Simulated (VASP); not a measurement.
Pb, 1 atom in the cell. The structure is cubic, space group Im-3m (No. 229). Conventional cell: a = 4.053 Å, b = 4.053 Å, c = 4.053 Å, α = 90.00°, β = 90.00°, γ = 90.00°. Pb (site symmetry m-3m) has 14 Pb at 3.51 to 4.05 Å within 4.6 Å. 

```yaml
Program: VASP 6.6.1
Task: single point
Functional: PBE
Potentials_or_basis: VASP PAW PBE potentials, release 64 (Pb_d)
Cutoff: 520 eV
k_mesh: 19 × 19 × 19
Occupations: fermi-dirac, width 0.0612256 eV
Spin: no spin polarisation
Dipole_correction: no
Further_INCAR_settings: ALGO = Normal; EDIFF = 1e-06; NBANDS = 13
```

Potentials or basis: VASP PAW PBE potentials, release 64 (Pb_d).

The run is started by

```sh
$ cat potpaw_PBE.64/Pb_d/POTCAR > POTCAR
$ mpirun -np 1 vasp_std > vasp.out
```

Hardware: 1 thread of Intel(R) Xeon(R) Platinum 8375C CPU @ 2.90GHz (Ice Lake), with other jobs on the host.

**Question.** Estimate the wall time of this run.

**Answer.** Wall time 61 s on 1 thread of Intel(R) Xeon(R) Platinum 8375C CPU @ 2.90GHz (Ice Lake), with other jobs on the host, peak memory 0.22 GiB. Counts: scf iterations 10, k points 220.
